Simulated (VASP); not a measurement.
# CdS (gwk.c) (F-43m) in VASP: single point with PBE

Aim: the single point of CdS (gwk.c) with PBE.

Everything below comes from runs of VASP 6.6.1. Logs are shortened: lines on timing, memory, paths and dates and some standing lists are left out, and cuts for length are marked.

## 1. The cell of the first run

Symmetry: F-43m, No. 216, cubic system. The conventional cell has a = 5.926 Å, b = 5.926 Å, c = 5.926 Å, α = 90.00°, β = 90.00°, γ = 90.00°. Within 3.4 Å of Cd (site symmetry -43m) lie 4 S at 2.57 Å. S (site symmetry -43m) has 4 Cd at 2.57 Å within 3.4 Å.

## 2. Single point, PBE

File INCAR:

```
  ALGO = Normal
  EDIFF = 1E-6
  ENCUT = 500
  GGA = PE
  GGA_COMPAT = F
  ISIF = 2
  ISMEAR = 0
  LASPH = T
  LCHARG = T
  LELF = T
  LREAL = F
  LVHAR = T
  LWAVE = F
  NBANDS = 16
  NELM = 120
  PREC = Accurate
  SIGMA = 0.01
```

File KPOINTS:

```
k-points
0
Gamma
  6 6 6
```

File POSCAR:

```
CdS
1.0
    0.0000000000      2.9632110801      2.9632110801
    2.9632110801      0.0000000000      2.9632110801
    2.9632110801      2.9632110801      0.0000000000
Cd S
1 1
Direct
    0.0000000000      0.0000000000      0.0000000000
    0.2500000000      0.2500000000      0.2500000000
```

Potentials or basis: VASP PAW PBE potentials, release 64 (Cd, S).

Launch:

```sh
> cat potpaw_PBE.64/Cd/POTCAR potpaw_PBE.64/S/POTCAR > POTCAR
> mpirun -np 1 vasp_std > vasp.out
```

OUTCAR:

```text
EDIFF = 1E-6
   ENCUT = 500
   GGA = PE
   ISIF = 2
   ISMEAR = 0
   LASPH = T
   LREAL = F
   NELM = 120
   PREC = Accurate

 ion  position               nearest neighbor table
   1  0.000  0.000  0.000-   2 2.57   2 2.57   2 2.57   2 2.57
   2  0.250  0.250  0.250-   1 2.57   1 2.57   1 2.57   1 2.57

  LATTYP: Found a face centered cubic cell.
 ALAT       =     5.9264221602

  Lattice vectors:

 A1 = (   0.0000000000,   2.9632110801,   2.9632110801)
 A2 = (   2.9632110801,   0.0000000000,   2.9632110801)
 A3 = (   2.9632110801,   2.9632110801,   0.0000000000)

Analysis of symmetry for initial positions (statically):
=====================================================================
 Subroutine PRICEL returns:
 Original cell was already a primitive cell.

 Routine SETGRP: Setting up the symmetry group for a
 face centered cubic supercell.

 Subroutine GETGRP returns: Found 24 space group operations
 (whereof 24 operations were pure point group operations)
 out of a pool of 48 trial point group operations.

The static configuration has the point symmetry T_d .

Analysis of symmetry for dynamics (positions and initial velocities):
=====================================================================
 Subroutine PRICEL returns:
 Original cell was already a primitive cell.

 Routine SETGRP: Setting up the symmetry group for a
 face centered cubic supercell.

 Subroutine GETGRP returns: Found 24 space group operations
 (whereof 24 operations were pure point group operations)
 out of a pool of 48 trial point group operations.

The dynamic configuration has the point symmetry T_d .

 Subroutine INISYM returns: Found 24 space group operations
 (whereof 24 operations are pure point group operations),
 and found     1 'primitive' translations

----------------------------------------------------------------------------------------

                                     Primitive cell

  volume of cell :      52.0377

  direct lattice vectors                    reciprocal lattice vectors
     0.000000000  2.963211080  2.963211080    -0.168735870  0.168735870  0.168735870
     2.963211080  0.000000000  2.963211080     0.168735870 -0.168735870  0.168735870
     2.963211080  2.963211080  0.000000000     0.168735870  0.168735870 -0.168735870

  length of vectors
     4.190613298  4.190613298  4.190613298     0.292259100  0.292259100  0.292259100

  position of ions in fractional coordinates (direct lattice)
     0.000000000  0.000000000  0.000000000
     0.250000000  0.250000000  0.250000000

[... 68 lines left out ...]
   LREAL  =      F    real-space projection
   EDIFFG = 0.1E-04   stopping-criterion for IOM
   NSW    =      0    number of steps for IOM
   IBRION =     -1    ionic relax: 0-MD 1-quasi-New 2-CG
   NFREE  =      0    steps in history (QN), initial steepest desc. (CG)
   ISIF   =      2    stress and relaxation
   ISYM   =      2    0-nonsym 1-usesym 2-fastsym
   POTIM  = 0.5000    time-step for ionic-motion
   TEBEG  =    0.0;   TEEND  =   0.0 temperature during run
   PSTRESS=    0.0 pullay stress
   NELECT =      18.0000    total number of electrons
   NUPDOWN=      -1.0000    fix difference up-down
   EMIN   =  10.00;   EMAX   =-10.00  energy-range for DOS
   EFERMI =   0.00;   METHOD = LEGACY
   ISMEAR =     0;   SIGMA  =   0.01  broadening in eV -4-tet -1-fermi 0-gaus
   EFERMI_NEDOS =   21; number of points for ismear=-14 and -15
   IALGO  =     38    algorithm
   IMIX   =      4    mixing-type and parameters
     AMIX     =   0.40;   BMIX     =  1.00
     AMIX_MAG =   1.60;   BMIX_MAG =  1.00
  volume/ion in A,a.u.               =      26.02       175.58
  Fermi-wavevector in a.u.,A,eV,Ry     =   1.149193  2.171660 17.968469  1.320645
  Thomas-Fermi vector in A             =   2.285864
   LORBIT       =      0    0 simple, 1 ext, 2 COOP (PROOUT), +10 PAW based schemes
   GGA     = PE    functional components
   LHFCALC =     F    Hartree Fock is set to
   AEXX    =    0.0000 exact exchange contribution
   IVDW    =     0    specifies the selected vdW correction
   LEPSILON=     F    determine dielectric tensor
   LRPA    =     F    only Hartree local field effects (RPA)
 non-spin polarized calculation
 Gauss-broadening in eV      SIGMA  =   0.01
  energy-cutoff  :      500.00
  volume of cell :       52.04
 maximum number of plane-waves:      1363
 NGX is ok and might be reduce to    32
   NGX = 15   NGY = 15   NGZ = 15

 number of electron      18.0000001 magnetization

 Free energy of the ion-electron system (eV)
  ---------------------------------------------------
  ext. energy  EPLUGINS =         0.00000000
  ---------------------------------------------------
  free energy    TOTEN  =        -6.14501744 eV

  energy without entropy =       -6.14501744  energy(sigma->0) =       -6.14501744

 E-fermi :   0.9754     XC(G=0):  -8.9274

 val. band max:        0.9204693691   @ k =   0.0000   0.0000   0.0000
 cond. band min:       1.9630048269   @ k =   0.0000   0.0000   0.0000
 fundamental gap:      1.0425354578
 Fermi energy:         0.9753682820

 k-point     1 :       0.0000    0.0000    0.0000
  band No.  band energies     occupation
      1     -11.1682      2.00000
      2      -6.6502      2.00000
      3      -6.6502      2.00000
      4      -6.6502      2.00000
      5      -6.2331      2.00000
      6      -6.2331      2.00000
[... 281 lines left out ...]
      3      -6.4134      2.00000
      4      -6.2992      2.00000
      5      -6.1957      2.00000
      6      -5.7127      2.00000
[... 8 lines left out ...]
     15      13.9742      0.00000
     16      14.0685      0.00000

------------------------ aborting loop because EDIFF is reached ----------------------------------------

  FORCE on cell =-STRESS in cart. coord.  units (eV):
  Direction    XX          YY          ZZ          XY          YZ          ZX
  --------------------------------------------------------------------------------------
  -------------------------------------------------------------------------------------
  Total        0.0964298      0.0964298      0.0964298      0.0000000      0.0000000      0.0000000
  in kB        2.9689572      2.9689572      2.9689572      0.0000000      0.0000000      0.0000000
  external PRESSURE =       2.9689572 kB  Pullay stress =       0.0000000 kB

 VOLUME and BASIS-vectors are now :
 -----------------------------------------------------------------------------
  energy-cutoff  :      500.00
  volume of cell :       52.04
      direct lattice vectors                 reciprocal lattice vectors
     0.000000000  2.963211080  2.963211080    -0.168735870  0.168735870  0.168735870
     2.963211080  0.000000000  2.963211080     0.168735870 -0.168735870  0.168735870
     2.963211080  2.963211080  0.000000000     0.168735870  0.168735870 -0.168735870

 POSITION                                       TOTAL-FORCE (eV/Angst)
 -----------------------------------------------------------------------------------
      0.00000      0.00000      0.00000        -0.000000     -0.000000     -0.000000
      1.48161      1.48161      1.48161         0.000000      0.000000      0.000000
 -----------------------------------------------------------------------------------
    total drift:                               -0.000000     -0.000000      0.000000

  FREE ENERGIE OF THE ION-ELECTRON SYSTEM (eV)
  ---------------------------------------------------
  free  energy   TOTEN  =        -6.1450174390 eV

  energy  without entropy=       -6.1450174390  energy(sigma->0) =       -6.14501744
```

OSZICAR:

```text
N       E                     dE             d eps       ncg     rms          rms(c)
DAV:   1     0.107087525118E+03    0.10709E+03   -0.87306E+03   520   0.985E+02
DAV:   2    -0.251717645222E+01   -0.10960E+03   -0.10317E+03   632   0.248E+02
DAV:   3    -0.667283800758E+01   -0.41557E+01   -0.41499E+01   624   0.509E+01
DAV:   4    -0.669895777751E+01   -0.26120E-01   -0.26116E-01   688   0.391E+00
DAV:   5    -0.669930780628E+01   -0.35003E-03   -0.35003E-03   608   0.429E-01    0.732E+00
DAV:   6    -0.616247702010E+01    0.53683E+00   -0.86748E-01   776   0.112E+01    0.599E+00
DAV:   7    -0.614460825781E+01    0.17869E-01   -0.18613E-01   560   0.294E+00    0.300E+00
DAV:   8    -0.614484262141E+01   -0.23436E-03   -0.16515E-02   616   0.159E+00    0.275E-01
DAV:   9    -0.614478610680E+01    0.56515E-04   -0.19168E-03   616   0.617E-01    0.620E-02
DAV:  10    -0.614493547430E+01   -0.14937E-03   -0.24605E-04   608   0.146E-01    0.727E-02
DAV:  11    -0.614502483822E+01   -0.89364E-04   -0.14425E-04   648   0.913E-02    0.266E-02
DAV:  12    -0.614501644503E+01    0.83932E-05   -0.24112E-05   624   0.606E-02    0.919E-03
DAV:  13    -0.614501752295E+01   -0.10779E-05   -0.31695E-06   608   0.106E-02    0.595E-03
DAV:  14    -0.614501743900E+01    0.83945E-07   -0.24984E-07   528   0.316E-03
   1 F= -.61450174E+01 E0= -.61450174E+01  d E =-.638076E-17
```

Wall time 17 s (1 thread of AMD EPYC 7R43 (Zen 3), shared host); peak memory 0.14 GiB.

What came out:

| Property | Result |
| --- | --- |
| Free energy | -6.1450 eV |
| Pressure | 0.3 GPa |
| Band gap on the k mesh | 1.04 eV, direct |

A hybrid or GW would open this gap; PBE tends to underestimate it.
